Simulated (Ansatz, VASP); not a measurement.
# GaAs: VASP beside Ansatz

```
As Ga
1.0
     0.00000    2.86405    2.86405
     2.86405    0.00000    2.86405
     2.86405    2.86405    0.00000
As Ga
1 1
Direct
  0.75000 0.75000 0.75000
  0.00000 0.00000 0.00000
```

Change from the starting cell: volume scaled by 1.04.

Alike in both runs: task single point; functional BLYP; dispersion D3(BJ); k mesh 6 × 6 × 6; occupations gaussian, width 0.15 eV; non-collinear spin.

|  | VASP | Ansatz |
| --- | --- | --- |
| version | VASP 6.6.1 | Ansatz 0.2.0 |
| potentials or method | VASP PAW PBE potentials, release 64 (As, Ga_d), cutoff 520 eV | all-electron LAPW, scalar-relativistic |

Ansatz gave:

* gap on the k mesh at the Fermi level (eV): none
* pressure (GPa): -1.4
* net moment per atom (μB): 0.00

Problem. What did VASP give for the same quantities?

Solution. gap on the k mesh at the Fermi level (eV): none; pressure (GPa): -1.2; net moment per atom (μB): 0.00.

VASP's potentials were made for PBE, not for BLYP. A gap of «none» marks a metal or a gap that the smearing closes. Ansatz ran all-electron here, and VASP with PAW potentials.

Noted on Ansatz's run: the k mesh is thin for a metal, which can move the energy by tens of meV per atom.
